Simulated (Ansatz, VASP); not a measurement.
# Ga4AsN3: VASP beside Ansatz

```
N Ga As
1.0
     4.80029    0.00000    0.00000
     0.00000    4.80029    0.00000
     0.00000    0.00000    4.80029
N Ga As
3 4 1
Direct
  0.50000 0.00000 0.00000
  0.00000 0.50000 0.00000
  0.00000 0.00000 0.50000
  0.22699 0.77301 0.77301
  0.77301 0.22699 0.77301
  0.77301 0.77301 0.22699
  0.22699 0.22699 0.22699
  0.50000 0.50000 0.50000
```

Alike in both runs: task single point; functional PBE; k mesh 6 × 6 × 6; occupations fermi-dirac, width 0.02 eV; non-collinear spin, spin-orbit coupling.

```csv
,VASP,Ansatz
version,VASP 6.6.1,Ansatz 0.2.0
potentials or method,"VASP PAW PBE potentials, release 64 (N, Ga_d, As)","plane waves, PAW"
plane-wave cutoff (eV),520,420
valence electrons in the cell,72,82
```

```tsv
	VASP	Ansatz	Ansatz less VASP
pressure (GPa)	5.2	4.9	-0.29
rms of the force components (eV/Å)	0.033	0.036	+0.0026
```

VASP's potentials hold 72 valence electrons a cell and Ansatz's 82, so a difference there can come from the potentials and not from the codes.
